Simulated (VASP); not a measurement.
Ru: single point with r2SCAN

Crystal: Ru.

```xyz
2
Lattice="2.7047 0.0000 0.0000 -1.3523 2.3423 0.0000 0.0000 0.0000 4.2602" Properties=species:S:1:pos:R:3 pbc="T T T"
Ru    0.0000    1.5615    1.0651
Ru    1.3523    0.7808    3.1952
```

```
Program             : VASP 6.6.1
Task                : single point
Functional          : r2SCAN
Potentials or basis : VASP PAW PBE potentials, release 64 (Ru_pv)
Cutoff              : 520 eV
k mesh              : 20 × 20 × 11
Occupations         : fermi-dirac, width 0.05 eV
Spin                : no spin polarisation
```

```
Pressure               : 1.5 GPa
Band gap on the k mesh : zero (bands 14 and 15 overlap by 3.42 eV)
```

Stress tensor (GPa, compression positive):
```
1.45 0.00 0.00
0.00 1.45 0.00
0.00 0.00 1.62
```

Levels at points of the mesh, in eV from the Fermi level:
```tsv
k point	band 10	band 11	band 12	band 13	band 14	band 15	band 16	band 17	band 18	band 19
(0.00, 0.00, 0.00)	-2.76	-2.52	-2.04	-2.04	-1.54	-1.54	1.21	1.21	1.39	8.37
(0.50, 0.00, 0.00)	-3.24	-2.20	-1.92	-1.59	1.43	1.88	1.99	4.23	6.42	8.37
```

It took 3.8 min on 1 thread of AMD EPYC 9R45 96-Core Processor (Zen 5) (shared host), peak memory 0.2 GiB.

Caveat: the PAW data sets were made with another functional, which shifts forces and pressure a little.
